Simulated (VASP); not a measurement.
# CuSi64 (a cell with a defect) in VASP: single point with PBEsol

Aim: the single point of CuSi64 (a cell with a defect) with PBEsol.

All numbers are computed with VASP 6.6.1; they aren't measurements. Logs are shortened: lines on timing, memory, paths and dates and some standing lists are left out, and cuts for length are marked.

**1. The cell of the first run**

The cell holds a defect, 65 atoms: a = 10.866 Å, b = 10.866 Å, c = 10.866 Å, α = 90.00°, β = 90.00°, γ = 90.00°.

**2. Single point, PBEsol**

Input file INCAR:

```
ALGO     = Normal         # electronic algorithm
EDIFF    = 1E-6           # SCF threshold, eV
ENCUT    = 520            # plane-wave cutoff, eV
GGA      = PS             # functional
GGA_COMPAT= F            
ISIF     = 2              # what is computed and relaxed
ISMEAR   = -1             # smearing method
LASPH    = T              # aspherical terms in the spheres
LCHARG   = T              # write CHGCAR
LELF     = T              # ELF
LREAL    = Auto         
LVHAR    = T            
LWAVE    = F              # write WAVECAR
NBANDS   = 172            # bands
NELECT   = 266.0        
NELM     = 120            # most SCF steps
PREC     = Accurate       # precision mode
SIGMA    = 0.05           # smearing width, eV
```

Input file KPOINTS:

```
k-points
0
Gamma
  1 1 1
```

Input file POSCAR:

```
CuSi64
1.0
   10.8655790000      0.0000000000      0.0000000000
    0.0000000000     10.8655790000      0.0000000000
    0.0000000000      0.0000000000     10.8655790000
Si Cu
64 1
Direct
    0.9984900000      0.9986500000      0.9991000000
    0.0006600000      0.0008100000      0.4997700000
    0.9999700000      0.4998900000      0.9992900000
    0.9989900000      0.4994300000      0.4995900000
    0.4997300000      0.0001100000      0.9992900000
    0.4992700000      0.9991300000      0.4995900000
    0.4994500000      0.4996000000      0.9984000000
    0.5037000000      0.5038800000      0.5083400000
    0.1221100000      0.1222600000      0.1266500000
    0.1265800000      0.1267200000      0.6229500000
    0.1240300000      0.6298000000      0.1198700000
    0.1225800000      0.6230400000      0.6273500000
    0.6296600000      0.1241700000      0.1198700000
    0.6228900000      0.1227300000      0.6273500000
    0.6230800000      0.6232200000      0.1266800000
    0.6306800000      0.6308300000      0.6267700000
    0.2440800000      0.2442400000      0.9977100000
    0.2516800000      0.2518200000      0.4977900000
    0.2518500000      0.7523100000      0.9971200000
    0.2450800000      0.7508800000      0.5046100000
    0.7521600000      0.2520000000      0.9971200000
    0.7507200000      0.2452300000      0.5046100000
    0.7481700000      0.7483300000      0.0015300000
    0.7526400000      0.7527900000      0.4978100000
    0.3710600000      0.3712000000      0.1162100000
    0.3753000000      0.3754400000      0.6260900000
    0.3754700000      0.8759100000      0.1248700000
    0.3750100000      0.8749400000      0.6251800000
    0.8757700000      0.3756300000      0.1248700000
    0.8747900000      0.3751600000      0.6251700000
    0.8741000000      0.8742400000      0.1247100000
    0.8762500000      0.8764000000      0.6253700000
    0.2493400000      0.9985900000      0.2501200000
    0.2495800000      0.0006900000      0.7482100000
    0.2422300000      0.5024300000      0.2460700000
    0.2496700000      0.4992700000      0.7507900000
    0.7504600000      0.0002400000      0.2491400000
    0.7497300000      0.9988600000      0.7509300000
    0.7512200000      0.4999600000      0.2502300000
    0.7507900000      0.5002800000      0.7499200000
    0.3749300000      0.1236800000      0.3742300000
    0.3746100000      0.1241100000      0.8745500000
    0.3723900000      0.6327000000      0.3783400000
    0.3756300000      0.6252200000      0.8736900000
    0.8746500000      0.1244500000      0.3753200000
    0.8760300000      0.1251600000      0.8735300000
    0.8763000000      0.6255500000      0.3743500000
    0.8742000000      0.6253200000      0.8762600000
    0.9984500000      0.2494900000      0.2501200000
    0.0005400000      0.2497200000      0.7482100000
    0.0001000000      0.7506000000      0.2491400000
    0.9987100000      0.7498800000      0.7509300000
    0.5022800000      0.2423700000      0.2460600000
    0.4991300000      0.2498200000      0.7507900000
    0.4998200000      0.7513600000      0.2502300000
    0.5001300000      0.7509400000      0.7499200000
    0.1235400000      0.3750700000      0.3742400000
    0.1239500000      0.3747600000      0.8745500000
    0.1242900000      0.8748000000      0.3753200000
    0.1250100000      0.8761800000      0.8735400000
    0.6325600000      0.3725400000      0.3783400000
    0.6250700000      0.3757700000      0.8736900000
    0.6254100000      0.8764500000      0.3743500000
    0.6251700000      0.8743600000      0.8762600000
    0.4374600000      0.4375900000      0.3124500000
```

Potentials or basis: VASP PAW PBE potentials, release 64 (Si, Cu).

Command:

```
$ cat potpaw_PBE.64/Si/POTCAR potpaw_PBE.64/Cu/POTCAR > POTCAR
$ mpirun -np 1 vasp_gam > vasp.out
```

OUTCAR:

```text
EDIFF = 1E-6
   ENCUT = 520
   GGA = PS
   ISIF = 2
   ISMEAR = -1
   LASPH = T
   LREAL = Auto
   NELECT = 266.0
   NELM = 120
   PREC = Accurate

 ion  position               nearest neighbor table
   1  0.998  0.999  0.999-  31 2.35  46 2.35  60 2.35   9 2.35
   2  0.001  0.001  0.500-  59 2.35  45 2.35  32 2.35  10 2.35
   3  1.000  0.500  0.999-  58 2.35  29 2.35  48 2.35  11 2.35
   4  0.999  0.499  0.500-  30 2.35  47 2.35  57 2.35  12 2.35
   5  0.500  0.000  0.999-  42 2.35  27 2.35  64 2.35  13 2.35
   6  0.499  0.999  0.500-  28 2.35  63 2.35  41 2.35  14 2.35
   7  0.499  0.500  0.998-  44 2.35  62 2.35  25 2.35  15 2.36
   8  0.504  0.504  0.508-  16 2.34  26 2.35  65 2.36  43 2.45  61 2.45
   9  0.122  0.122  0.127-  17 2.34  49 2.35  33 2.35   1 2.35
  10  0.127  0.127  0.623-  34 2.35  50 2.35   2 2.35  18 2.35
  11  0.124  0.630  0.120-  35 2.33  19 2.34  51 2.35   3 2.35
  12  0.123  0.623  0.627-  20 2.34  52 2.35  36 2.35   4 2.35
  13  0.630  0.124  0.120-  53 2.33  21 2.34  37 2.35   5 2.35
  14  0.623  0.123  0.627-  22 2.34  38 2.35  54 2.35   6 2.35
[... 35 lines left out ...]
  50  0.001  0.250  0.748-  30 2.35  10 2.35  46 2.35  58 2.35
  51  0.000  0.751  0.249-  47 2.35  31 2.35  11 2.35  59 2.35
  52  0.999  0.750  0.751-  12 2.35  48 2.35  32 2.35  60 2.35
  53  0.502  0.242  0.246-  13 2.33  65 2.35  41 2.35  25 2.45  61 2.46
  54  0.499  0.250  0.751-  42 2.35  26 2.35  14 2.35  62 2.35
  55  0.500  0.751  0.250-  27 2.35  43 2.35  63 2.35  15 2.35
  56  0.500  0.751  0.750-  28 2.35  44 2.35  16 2.35  64 2.35
  57  0.124  0.375  0.374-   4 2.35  35 2.35  49 2.35  18 2.35
  58  0.124  0.375  0.875-   3 2.35  36 2.35  17 2.35  50 2.35
  59  0.124  0.875  0.375-  33 2.35   2 2.35  20 2.35  51 2.35
  60  0.125  0.876  0.874-  19 2.35  34 2.35   1 2.35  52 2.35
  61  0.633  0.373  0.378-  22 2.33  65 2.35  39 2.35   8 2.45  53 2.46
  62  0.625  0.376  0.874-  40 2.35   7 2.35  21 2.35  54 2.35
  63  0.625  0.876  0.374-  37 2.35   6 2.35  24 2.35  55 2.35
  64  0.625  0.874  0.876-   5 2.35  23 2.35  38 2.35  56 2.35
  65  0.437  0.438  0.312-  61 2.35  43 2.35  53 2.35  35 2.35   8 2.36  25 2.36

  LATTYP: Found a simple cubic cell.
 ALAT       =    10.8655790000

  Lattice vectors:

 A1 = (  10.8655790000,   0.0000000000,   0.0000000000)
 A2 = (   0.0000000000,  10.8655790000,   0.0000000000)
 A3 = (   0.0000000000,   0.0000000000,  10.8655790000)

Analysis of symmetry for initial positions (statically):
=====================================================================
 Subroutine PRICEL returns:
 Original cell was already a primitive cell.

 Routine SETGRP: Setting up the symmetry group for a
 simple cubic supercell.

 Subroutine GETGRP returns: Found  1 space group operations
 (whereof  1 operations were pure point group operations)
 out of a pool of 48 trial point group operations.

The static configuration has the point symmetry C_1 .

Analysis of symmetry for dynamics (positions and initial velocities):
=====================================================================
 Subroutine PRICEL returns:
 Original cell was already a primitive cell.

 Routine SETGRP: Setting up the symmetry group for a
 simple cubic supercell.

 Subroutine GETGRP returns: Found  1 space group operations
 (whereof  1 operations were pure point group operations)
 out of a pool of 48 trial point group operations.

The dynamic configuration has the point symmetry C_1 .

 Subroutine INISYM returns: Found  1 space group operations
 (whereof  1 operations are pure point group operations),
 and found     1 'primitive' translations

[... 158 lines left out ...]

  Cartesian coordinates                     Fractional coordinates (reciprocal lattice)
     0.092033752  0.000000000  0.000000000     1.000000000  0.000000000  0.000000000
     0.000000000  0.092033752  0.000000000     0.000000000  1.000000000  0.000000000
     0.000000000  0.000000000  0.092033752     0.000000000  0.000000000  1.000000000

  Length of vectors
     0.092033752  0.092033752  0.092033752

  Shift w.r.t. Gamma in fractional coordinates (k-lattice)
     0.000000000  0.000000000  0.000000000

 Subroutine IBZKPT returns following result:
 ===========================================

 Found      1 irreducible k-points:

 Following reciprocal coordinates:
            Coordinates               Weight
  0.000000  0.000000  0.000000      1.000000
   k-points           NKPTS =      1   k-points in BZ     NKDIM =      1   number of bands    NBANDS=    172
   number of dos      NEDOS =    301   number of ions     NIONS =     65
   total plane-waves  NPLWV = 592704
   dimension x,y,z NGX =    84 NGY =   84 NGZ =   84
   dimension x,y,z NGXF=   168 NGYF=  168 NGZF=  168
   ions per type =              64   1
   NGX,Y,Z   is equivalent  to a cutoff of  12.85, 12.85, 12.85 a.u.
   NGXF,Y,Z  is equivalent  to a cutoff of  25.70, 25.70, 25.70 a.u.
 SYSTEM =  unknown system
   PREC   = accura    normal or accurate (medium, high low for compatibility)
   ISTART =      0    job   : 0-new  1-cont  2-samecut
   ICHARG =      2    charge: 1-file 2-atom 10-const
   ISPIN  =      1    spin polarized calculation?
   LNONCOLLINEAR =      F non collinear calculations
   LSORBIT =      F    spin-orbit coupling
   LASPH  =      T    aspherical Exc in radial PAW
   ENCUT  =  520.0 eV  38.22 Ry    6.18 a.u.  20.20 20.20 20.20*2*pi/ulx,y,z
   NELM   =    120;   NELMIN=  2; NELMDL= -5     # of ELM steps
   EDIFF  = 0.1E-05   stopping-criterion for ELM
   LREAL  =      T    real-space projection
   EDIFFG = 0.1E-04   stopping-criterion for IOM
   NSW    =      0    number of steps for IOM
   IBRION =     -1    ionic relax: 0-MD 1-quasi-New 2-CG
   NFREE  =      0    steps in history (QN), initial steepest desc. (CG)
   ISIF   =      2    stress and relaxation
   ISYM   =      2    0-nonsym 1-usesym 2-fastsym
   POTIM  = 0.5000    time-step for ionic-motion
   TEBEG  =    0.0;   TEEND  =   0.0 temperature during run
   PSTRESS=    0.0 pullay stress
   NELECT =     266.0000    total number of electrons
   NUPDOWN=      -1.0000    fix difference up-down
   EMIN   =  10.00;   EMAX   =-10.00  energy-range for DOS
   EFERMI =   0.00;   METHOD = LEGACY
   ISMEAR =    -1;   SIGMA  =   0.05  broadening in eV -4-tet -1-fermi 0-gaus
   EFERMI_NEDOS =   21; number of points for ismear=-14 and -15
   IALGO  =     38    algorithm
   IMIX   =      4    mixing-type and parameters
     AMIX     =   0.40;   BMIX     =  1.00
     AMIX_MAG =   1.60;   BMIX_MAG =  1.00
  volume/ion in A,a.u.               =      19.74       133.18
  Fermi-wavevector in a.u.,A,eV,Ry     =   0.968982  1.831111 12.774873  0.938927
  Thomas-Fermi vector in A             =   2.098997
   LORBIT       =      0    0 simple, 1 ext, 2 COOP (PROOUT), +10 PAW based schemes
   GGA     = PS    functional components
   LHFCALC =     F    Hartree Fock is set to
   AEXX    =    0.0000 exact exchange contribution
   IVDW    =     0    specifies the selected vdW correction
   LEPSILON=     F    determine dielectric tensor
   LRPA    =     F    only Hartree local field effects (RPA)
 non-spin polarized calculation
  energy-cutoff  :      520.00
  volume of cell :     1282.80
 maximum number of plane-waves:     17253
 NGX is ok and might be reduce to    84
   NGX = 41   NGY = 41   NGZ = 41

 number of electron     265.9999995 magnetization

 Free energy of the ion-electron system (eV)
  ---------------------------------------------------
  ext. energy  EPLUGINS =         0.00000000
  ---------------------------------------------------
  free energy    TOTEN  =      -369.79151937 eV

  energy without entropy =     -369.69533226  energy(sigma->0) =     -369.74342581

 E-fermi :   6.1277     XC(G=0):  -9.5801

 val. band max:        5.9999482649   @ k =   0.0000   0.0000   0.0000
 cond. band min:       6.2641005046   @ k =   0.0000   0.0000   0.0000
 fundamental gap:      0.2641522398
 Fermi energy:         6.1276951616

 k-point     1 :       0.0000    0.0000    0.0000
  band No.  band energies     occupation
      1      -6.1371      2.00000
      2      -5.2243      2.00000
      3      -5.0262      2.00000
      4      -5.0225      2.00000
      5      -4.9861      2.00000
      6      -4.9855      2.00000
[... 137 lines left out ...]
    144       6.9468      0.00000
    145       6.9477      0.00000
 [bands above 145 left out]

------------------------ aborting loop because EDIFF is reached ----------------------------------------

  FORCE on cell =-STRESS in cart. coord.  units (eV):
  Direction    XX          YY          ZZ          XY          YZ          ZX
  --------------------------------------------------------------------------------------
  -------------------------------------------------------------------------------------
  Total        2.8800954      2.8832558      2.6844091     -0.7331479     -0.5243694     -0.5213213
  in kB        3.5971524      3.6010996      3.3527461     -0.9156796     -0.6549215     -0.6511146
  external PRESSURE =       3.5169994 kB  Pullay stress =       0.0000000 kB

 VOLUME and BASIS-vectors are now :
 -----------------------------------------------------------------------------
  energy-cutoff  :      520.00
  volume of cell :     1282.80
      direct lattice vectors                 reciprocal lattice vectors
    10.865579000  0.000000000  0.000000000     0.092033752  0.000000000  0.000000000
     0.000000000 10.865579000  0.000000000     0.000000000  0.092033752  0.000000000
     0.000000000  0.000000000 10.865579000     0.000000000  0.000000000  0.092033752

 POSITION                                       TOTAL-FORCE (eV/Angst)
 -----------------------------------------------------------------------------------
     10.84917     10.85091     10.85580         0.014632      0.013139      0.032415
      0.00717      0.00880      5.43029         0.019033      0.020392      0.053387
     10.86525      5.43159     10.85786        -0.004015      0.033671      0.035033
     10.85460      5.42660      5.42833         0.014818      0.010867      0.019657
      5.42986      0.00120     10.85786         0.033799     -0.001188      0.035511
      5.42486     10.85613      5.42833         0.012914      0.015345      0.019562
[... 57 lines left out ...]
      6.79283      9.50043      9.52107        -0.020569     -0.007329     -0.021979
      4.75326      4.75467      3.39495        -0.008250     -0.007558     -0.013162
 -----------------------------------------------------------------------------------
    total drift:                                0.019252      0.030243     -0.040986

  FREE ENERGIE OF THE ION-ELECTRON SYSTEM (eV)
  ---------------------------------------------------
  free  energy   TOTEN  =      -369.7915193670 eV

  energy  without entropy=     -369.6953322557  energy(sigma->0) =     -369.74342581
```

Run time: 14 min. Hardware: 1 thread of Intel Xeon 6975P-C, shared host; peak memory 1 GiB.

Results:

```
Free energy   : -369.7915 eV
Largest force : 0.102 eV/Å
```

Forces in eV/Å, atoms in the order of the input:
```
Si   0.015  0.013  0.032
Si   0.019  0.020  0.053
Si  -0.004  0.034  0.035
Si   0.015  0.011  0.020
Si   0.034 -0.001  0.036
Si   0.013  0.015  0.020
Si  -0.008 -0.009  0.001
Si  -0.007 -0.009 -0.012
Si  -0.049 -0.050 -0.011
Si  -0.007 -0.006 -0.035
Si   0.028 -0.028  0.008
Si  -0.045 -0.029  0.010
Si  -0.029  0.027  0.008
Si  -0.030 -0.047  0.009
Si  -0.044 -0.045  0.028
Si  -0.052 -0.053 -0.069
Si   0.054  0.053  0.068
Si   0.044  0.044 -0.029
Si   0.031  0.047 -0.012
Si   0.025 -0.026 -0.007
Si   0.047  0.030 -0.012
Si  -0.025  0.026 -0.007
Si   0.006  0.004  0.036
Si   0.054  0.053  0.010
Si   0.010  0.010  0.012
Si   0.009  0.010  0.006
Si  -0.011 -0.014 -0.019
Si  -0.035  0.002 -0.039
Si  -0.015 -0.013 -0.020
Si   0.004 -0.037 -0.038
Si  -0.022 -0.022 -0.057
Si  -0.013 -0.012 -0.030
Si   0.029  0.020  0.029
Si   0.019  0.005  0.030
Si   0.012  0.016  0.011
Si   0.027  0.012  0.015
Si   0.005  0.000  0.028
Si   0.033  0.017  0.027
Si   0.042 -0.003  0.019
Si   0.009  0.032  0.033
Si   0.002 -0.045 -0.018
Si  -0.033 -0.009 -0.033
Si  -0.013 -0.008 -0.007
Si  -0.013 -0.028 -0.015
Si   0.002 -0.005 -0.028
Si  -0.017 -0.033 -0.027
Si  -0.017 -0.028 -0.031
Si  -0.007 -0.018 -0.023
Si   0.020  0.030  0.029
Si   0.005  0.019  0.029
Si  -0.001  0.004  0.028
Si   0.017  0.033  0.027
Si   0.018  0.012  0.011
Si   0.011  0.026  0.014
Si  -0.004  0.042  0.018
Si   0.033  0.009  0.034
Si  -0.044  0.004 -0.019
Si  -0.009 -0.032 -0.033
Si  -0.005  0.000 -0.026
Si  -0.034 -0.016 -0.028
Si  -0.011 -0.012 -0.007
Si  -0.028 -0.012 -0.015
Si  -0.030 -0.018 -0.030
Si  -0.021 -0.007 -0.022
Cu  -0.008 -0.008 -0.013
```

Levels at points of the mesh, in eV from the Fermi level:
| k point | band 129 | band 130 | band 131 | band 132 | band 133 | band 134 | band 135 | band 136 | band 137 | band 138 |
| --- | --- | --- | --- | --- | --- | --- | --- | --- | --- | --- |
| (0.00, 0.00, 0.00) | -1.32 | -1.30 | -0.24 | -0.16 | -0.13 | 0.14 | 0.14 | 0.35 | 0.36 | 0.40 |

Caveat: the k points lie up to 0.58 Å⁻¹ apart; the cell carries a net charge on a neutralising background, which shifts energy and pressure; the cell is charged against a uniform background, so pressure and absolute levels hang on convention; the PAW data sets were made with another functional, which shifts forces and pressure a little.
